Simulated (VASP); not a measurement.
# BaCd3Se4 (I-43m) in VASP: relaxation of cell and atoms with PBE

Aim: the relaxation of cell and atoms of BaCd3Se4 with PBE.

All numbers are computed with VASP 6.6.1; they aren't measurements. Logs are shortened: lines on timing, memory, paths and dates and some standing lists are left out, and cuts for length are marked.

## (1) The cell of the first run

The structure is cubic, space group I-43m (No. 217). The conventional cell has a = 7.765 Å, b = 7.765 Å, c = 7.765 Å, α = 90.00°, β = 90.00°, γ = 90.00°. Ba (site symmetry -43m) has 4 Se at 2.78 Å within 3.7 Å. Within 4.2 Å of Cd (site symmetry -42m) lie 8 Se at 3.21 to 3.60 Å and 2 Ba at 3.88 Å and 4 Cd at 3.88 Å. Se (site symmetry 3m) has 1 Ba at 2.78 Å and 6 Cd at 3.21 to 3.60 Å within 3.7 Å.

## (2) Relaxation of cell and atoms, PBE

INCAR

```
PREC     = Accurate       # precision mode
ENCUT    = 600            # plane-wave cutoff, eV
EDIFF    = 1E-6           # SCF threshold, eV
ISMEAR   = 0              # smearing method
SIGMA    = 0.15           # smearing width, eV
LREAL    = F              # projectors in reciprocal space
LASPH    = T              # aspherical terms in the spheres
NELM     = 60             # most SCF steps
ALGO     = Normal         # electronic algorithm
ISIF     = 3              # what is computed and relaxed
LWAVE    = F              # write WAVECAR
LCHARG   = F              # write CHGCAR
GGA      = PE             # functional
IBRION   = 2              # ionic algorithm
NSW      = 36             # ionic steps
EDIFFG   = -0.08          # ionic threshold
```

KPOINTS

```
Automatic mesh
0
Gamma
  2 2 2
```

POSCAR

```
BaCd3Se4
1.0
   -3.8824437200      3.8824437200      3.8824437200
    3.8824437200     -3.8824437200      3.8824437200
    3.8824437200      3.8824437200     -3.8824437200
Ba Cd Se
1 3 4
Direct
    0.0000000000      0.0000000000      0.0000000000
    0.0000000000      0.5000000000      0.5000000000
    0.5000000000      0.0000000000      0.5000000000
    0.5000000000      0.5000000000      0.0000000000
    0.4128770000      0.4128770000      0.4128770000
    0.0000000000      0.0000000000      0.5871230000
    0.0000000000      0.5871230000      0.0000000000
    0.5871230000      0.0000000000      0.0000000000
```

Potentials or basis: VASP PAW PBE potentials, release 64 (Ba_sv, Cd, Se).

Command:

```bash
$ cat potpaw_PBE.64/Ba_sv/POTCAR potpaw_PBE.64/Cd/POTCAR potpaw_PBE.64/Se/POTCAR > POTCAR
$ mpirun -np 1 vasp_std > vasp.out
```

OUTCAR:

```text
PREC = Accurate
   ENCUT = 600
   EDIFF = 1E-6
   ISMEAR = 0
   LREAL = F
   LASPH = T
   NELM = 60
   ISIF = 3
   GGA = PE
   IBRION = 2
   NSW = 36
   EDIFFG = -0.08

 ion  position               nearest neighbor table
   1  0.000  0.000  0.000-   5 2.78   6 2.78   7 2.78   8 2.78   3 3.88   4 3.88   2 3.88   2 3.88
                             3 3.88   4 3.88
   2  0.000  0.500  0.500-   5 3.21   6 3.21   7 3.21   8 3.21   1 3.88   1 3.88
   3  0.500  0.000  0.500-   5 3.21   6 3.21   8 3.21   7 3.21   1 3.88   1 3.88
   4  0.500  0.500  0.000-   5 3.21   7 3.21   8 3.21   6 3.21   1 3.88   1 3.88
   5  0.413  0.413  0.413-   1 2.78   2 3.21   3 3.21   4 3.21
   6  0.000  0.000  0.587-   1 2.78   4 3.21   2 3.21   3 3.21
   7  0.000  0.587  0.000-   1 2.78   3 3.21   2 3.21   4 3.21
   8  0.587  0.000  0.000-   1 2.78   2 3.21   3 3.21   4 3.21

  LATTYP: Found a body centered cubic cell.
 ALAT       =     7.7648874400

  Lattice vectors:

 A1 = (  -3.8824437200,   3.8824437200,   3.8824437200)
 A2 = (   3.8824437200,  -3.8824437200,   3.8824437200)
 A3 = (   3.8824437200,   3.8824437200,  -3.8824437200)

Analysis of symmetry for initial positions (statically):
=====================================================================
 Subroutine PRICEL returns:
 Original cell was already a primitive cell.

 Routine SETGRP: Setting up the symmetry group for a
 body centered cubic supercell.

 Subroutine GETGRP returns: Found 24 space group operations
 (whereof 24 operations were pure point group operations)
 out of a pool of 48 trial point group operations.

The static configuration has the point symmetry T_d .

Analysis of symmetry for dynamics (positions and initial velocities):
=====================================================================
 Subroutine PRICEL returns:
 Original cell was already a primitive cell.

 Routine SETGRP: Setting up the symmetry group for a
 body centered cubic supercell.

 Subroutine GETGRP returns: Found 24 space group operations
 (whereof 24 operations were pure point group operations)
 out of a pool of 48 trial point group operations.

The dynamic configuration has the point symmetry T_d .

 Subroutine INISYM returns: Found 24 space group operations
 (whereof 24 operations are pure point group operations),
 and found     1 'primitive' translations
[... 84 lines left out ...]
   NELM   =     60;   NELMIN=  2; NELMDL= -5     # of ELM steps
   EDIFF  = 0.1E-05   stopping-criterion for ELM
   LREAL  =      F    real-space projection
   EDIFFG = -.8E-01   stopping-criterion for IOM
   NSW    =     36    number of steps for IOM
   IBRION =      2    ionic relax: 0-MD 1-quasi-New 2-CG
   NFREE  =      1    steps in history (QN), initial steepest desc. (CG)
   ISIF   =      3    stress and relaxation
   ISYM   =      2    0-nonsym 1-usesym 2-fastsym
   POTIM  = 0.5000    time-step for ionic-motion
   TEBEG  =    0.0;   TEEND  =   0.0 temperature during run
   PSTRESS=    0.0 pullay stress
   NELECT =      70.0000    total number of electrons
   NUPDOWN=      -1.0000    fix difference up-down
   EMIN   =  10.00;   EMAX   =-10.00  energy-range for DOS
   EFERMI =   0.00;   METHOD = LEGACY
   ISMEAR =     0;   SIGMA  =   0.15  broadening in eV -4-tet -1-fermi 0-gaus
   EFERMI_NEDOS =   21; number of points for ismear=-14 and -15
   IALGO  =     38    algorithm
   IMIX   =      4    mixing-type and parameters
     AMIX     =   0.40;   BMIX     =  1.00
     AMIX_MAG =   1.60;   BMIX_MAG =  1.00
  volume/ion in A,a.u.               =      29.26       197.46
  Fermi-wavevector in a.u.,A,eV,Ry     =   1.094752  2.068781 16.306332  1.198482
  Thomas-Fermi vector in A             =   2.231062
   LORBIT       =      0    0 simple, 1 ext, 2 COOP (PROOUT), +10 PAW based schemes
   GGA     = PE    functional components
   LHFCALC =     F    Hartree Fock is set to
   AEXX    =    0.0000 exact exchange contribution
   IVDW    =     0    specifies the selected vdW correction
   LEPSILON=     F    determine dielectric tensor
   LRPA    =     F    only Hartree local field effects (RPA)
 conjugate gradient relaxation of ions
 non-spin polarized calculation
 Gauss-broadening in eV      SIGMA  =   0.15
  energy-cutoff  :      600.00
  volume of cell :      234.09
 maximum number of plane-waves:      7838
 NGX is ok and might be reduce to    54
   NGX = 27   NGY = 27   NGZ = 27

--------------------------------------- Ionic step        1  -------------------------------------------

 number of electron      70.0000005 magnetization

 Free energy of the ion-electron system (eV)
  ---------------------------------------------------
  ext. energy  EPLUGINS =         0.00000000
  ---------------------------------------------------
  free energy    TOTEN  =       -19.64355462 eV

  energy without entropy =      -19.60023132  energy(sigma->0) =      -19.62189297

------------------------ aborting loop because EDIFF is reached ----------------------------------------

  FORCE on cell =-STRESS in cart. coord.  units (eV):
  Direction    XX          YY          ZZ          XY          YZ          ZX
  --------------------------------------------------------------------------------------
  -------------------------------------------------------------------------------------
  Total        0.8589507      0.8589507      0.8589507      0.0000000      0.0000000      0.0000000
  in kB        5.8789980      5.8789980      5.8789980      0.0000000      0.0000000      0.0000000
  external PRESSURE =       5.8789980 kB  Pullay stress =       0.0000000 kB
[... 107 lines left out ...]
  FREE ENERGIE OF THE ION-ELECTRON SYSTEM (eV)
  ---------------------------------------------------
  free  energy   TOTEN  =       -20.9690578445 eV

  energy  without entropy=      -20.9308857070  energy(sigma->0) =      -20.94997178

[... ionic steps 4 to 8 ...]

--------------------------------------- Ionic step        9  -------------------------------------------

 number of electron      70.0000004 magnetization

------------------------ aborting loop because EDIFF is reached ----------------------------------------
[... 79 lines left out ...]
--------------------------------------- Ionic step       11  -------------------------------------------

 number of electron      69.9999992 magnetization

 Free energy of the ion-electron system (eV)
  ---------------------------------------------------
  ext. energy  EPLUGINS =         0.00000000
  ---------------------------------------------------
  free energy    TOTEN  =       -21.80555153 eV

  energy without entropy =      -21.75044316  energy(sigma->0) =      -21.77799734

 E-fermi :   2.7302     XC(G=0):  -9.8304

 val. band max:        2.6780850997   @ k =   0.5000   0.5000   0.5000
 cond. band min:       2.8547848544   @ k =   0.0000   0.0000   0.0000
 fundamental gap:      0.1766997547
 Fermi energy:         2.7301966962

 k-point     1 :       0.0000    0.0000    0.0000
  band No.  band energies     occupation
      1     -24.0806      2.00000
      2     -10.0110      2.00000
      3      -9.5595      2.00000
      4      -9.5595      2.00000
      5      -9.5595      2.00000
      6      -9.1834      2.00000
[... 159 lines left out ...]
  FREE ENERGIE OF THE ION-ELECTRON SYSTEM (eV)
  ---------------------------------------------------
  free  energy   TOTEN  =       -21.8055515330 eV

  energy  without entropy=      -21.7504431557  energy(sigma->0) =      -21.77799734

 reached required accuracy - stopping structural energy minimisation
```

CONTCAR:

```text
BaCd3Se4
   1.00000000000000
    -3.7224863291888064    3.7224863291888064    3.7224863291888064
     3.7224863291888064   -3.7224863291888064    3.7224863291888064
     3.7224863291888064    3.7224863291888064   -3.7224863291888064
  Ba              Cd              Se
     1     3     4
Direct
     0.0000000000000000    0.0000000000000000    0.0000000000000000
     0.0000000000000000    0.5000000000000000    0.5000000000000000
     0.5000000000000000    0.0000000000000000    0.5000000000000000
     0.5000000000000000    0.5000000000000000    0.0000000000000000
     0.4991429852214617    0.4991429852214617    0.4991429852214617
     0.0000000000000000    1.0000000000000000    0.5008570147785384
     0.0000000000000000    0.5008570147785385    1.0000000000000000
     0.5008570147785384    1.0000000000000000    0.0000000000000000

  0.00000000E+00  0.00000000E+00  0.00000000E+00
  0.00000000E+00  0.00000000E+00  0.00000000E+00
  0.00000000E+00  0.00000000E+00  0.00000000E+00
  0.00000000E+00  0.00000000E+00  0.00000000E+00
  0.00000000E+00  0.00000000E+00  0.00000000E+00
  0.00000000E+00  0.00000000E+00  0.00000000E+00
  0.00000000E+00  0.00000000E+00  0.00000000E+00
  0.00000000E+00  0.00000000E+00  0.00000000E+00
```

It took 4.2 min on 1 thread of AMD EPYC 9R45 (Zen 5), shared host; peak memory 0.41 GiB.

What came out:

| Property | Result |
| --- | --- |
| Free energy | -21.8056 eV |
| Relaxed volume | 25.79 Å³/atom |
| Relaxed cell | a = 6.448 Å, b = 6.448 Å, c = 6.448 Å, α = 109.47°, β = 109.47°, γ = 109.47° |
| Space group after relaxing (to 0.05 Å) | Im-3m (No. 229) |
| Energy gained by relaxing | 270.2 meV/atom |
| Ionic steps | 11 |
| Pressure after relaxing | 0.0 GPa |
| Largest force after relaxing | 0.010 eV/Å |
| Band gap on the k mesh | zero (band 35 reaches 2.68 eV, above the bottom of band 36 at 2.61 eV) |

Forces in eV/Å, atoms in the order of the input:
```
Ba   0.000  0.000  0.000
Cd   0.000  0.000  0.000
Cd   0.000  0.000  0.000
Cd   0.000  0.000  0.000
Se   0.006  0.006  0.006
Se  -0.006 -0.006  0.006
Se  -0.006  0.006 -0.006
Se   0.006 -0.006 -0.006
```

The path:
```csv
step,energy change (eV),largest force (eV/Å),pressure (GPa),volume (Å³)
1,0.0000,2.4447,0.59,234.09
2,-0.8692,1.3595,-1.93,237.74
3,-1.3255,0.3111,-4.50,243.66
4,-2.0000,0.3036,-1.62,216.69
5,-2.0941,0.2806,0.66,204.95
6,-2.0940,0.2783,0.83,204.22
7,-2.1253,0.1899,0.70,204.14
8,-2.1565,0.0360,0.60,203.99
9,-2.1577,0.0047,0.59,203.95
10,-2.1579,0.0140,-0.54,208.71
11,-2.1620,0.0099,0.00,206.33
```

Final structure:
```
Ba Cd Se
1.0
    -3.72249    3.72249    3.72249
     3.72249   -3.72249    3.72249
     3.72249    3.72249   -3.72249
Ba Cd Se
1 3 4
Cartesian
  0.0000 0.0000 0.0000
  3.7225 0.0000 0.0000
  0.0000 3.7225 0.0000
  0.0000 0.0000 3.7225
  1.8581 1.8581 1.8581
  5.5869 -1.8581 1.8581
  5.5869 1.8581 -1.8581
  1.8581 -1.8581 5.5869
```

Caveat: the k points lie up to 0.60 Å⁻¹ apart in the final cell; spin-orbit coupling is left out, which moves the levels of the heavy elements; the relaxation stopped at a loose force limit of 0.08 eV/Å, so its end isn't a converged minimum.
